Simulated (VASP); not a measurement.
Sc, 1 atom in the cell. Symmetry: Fm-3m, No. 225, cubic system. The conventional cell has a = 4.559 Å, b = 4.559 Å, c = 4.559 Å, α = 90.00°, β = 90.00°, γ = 90.00°. Within 4.2 Å of Sc (site symmetry m-3m) lie 12 Sc at 3.22 Å. 

* Program: VASP 6.6.1
* Task: single point
* Functional: r2SCAN
* Potentials or basis: VASP PAW PBE potentials, release 64 (Sc_sv)
* Cutoff: 520 eV
* k mesh: 11 × 11 × 11
* Occupations: fermi-dirac, width 0.1 eV
* Spin: no spin polarisation
* Dipole correction: no
* Further INCAR settings: ALGO = Normal; EDIFF = 1e-06; NBANDS = 12

Potentials or basis: VASP PAW PBE potentials, release 64 (Sc_sv).

Run with:

```sh
$ cat potpaw_PBE.64/Sc_sv/POTCAR > POTCAR
$ cp INCAR.step1 INCAR
$ mpirun -np 1 vasp_std > vasp.out
$ cp INCAR.step2 INCAR
$ mpirun -np 1 vasp_std > vasp.out
```

Hardware: 1 thread of AMD EPYC 7R43 64-Core Processor (Zen 3), on a shared host.

Q: How long does it take, and how much memory?

A: Wall time 58 s on 1 thread of AMD EPYC 7R43 64-Core Processor (Zen 3), on a shared host, peak memory 0.11 GiB. Counts: k points 56.
